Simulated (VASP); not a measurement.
# TaN: single point with PBE

Crystal: TaN.

```
Ta N
1.0
     2.91783    0.00000    0.00000
    -1.45892    2.52692    0.00000
     0.00000    0.00000    5.91123
Ta N
2 2
Direct
  0.00000 0.00000 0.00000
  0.00000 0.00000 0.50000
  0.33333 0.66667 0.25000
  0.66667 0.33333 0.75000
```

```
Program             : VASP 6.6.1
Task                : single point
Functional          : PBE
Potentials or basis : VASP PAW PBE potentials, release 64 (Ta_pv, N)
Cutoff              : 520 eV
k mesh              : 9 × 9 × 4
Occupations         : gaussian, width 0.1 eV
Spin                : no spin polarisation
```

```
Pressure               : 0.7 GPa
Band gap on the k mesh : zero (band 16 reaches 8.68 eV, above the bottom of band 17 at 7.81 eV)
```

Stress tensor (GPa, compression positive):
```
0.57 0.00 0.00
0.00 0.57 0.00
0.00 0.00 0.96
```

Levels at points of the mesh, in eV from the Fermi level:
```
           k point  band 13  band 14  band 15  band 16  band 17  band 18  band 19  band 20
(0.00, 0.00, 0.00)    -3.37    -1.86    -1.86    -0.13    -0.13     0.67     0.67     2.46
(0.00, 0.00, 0.50)    -3.74    -3.74    -0.54    -0.54     1.09     1.09     1.09     1.09
```

Wall time 35 s on 1 thread of Intel(R) Xeon(R) Platinum 8488C (Sapphire Rapids), on a shared host, peak memory 0.19 GiB.

Caveat: spin-orbit coupling is left out, which moves the levels of the heavy elements.
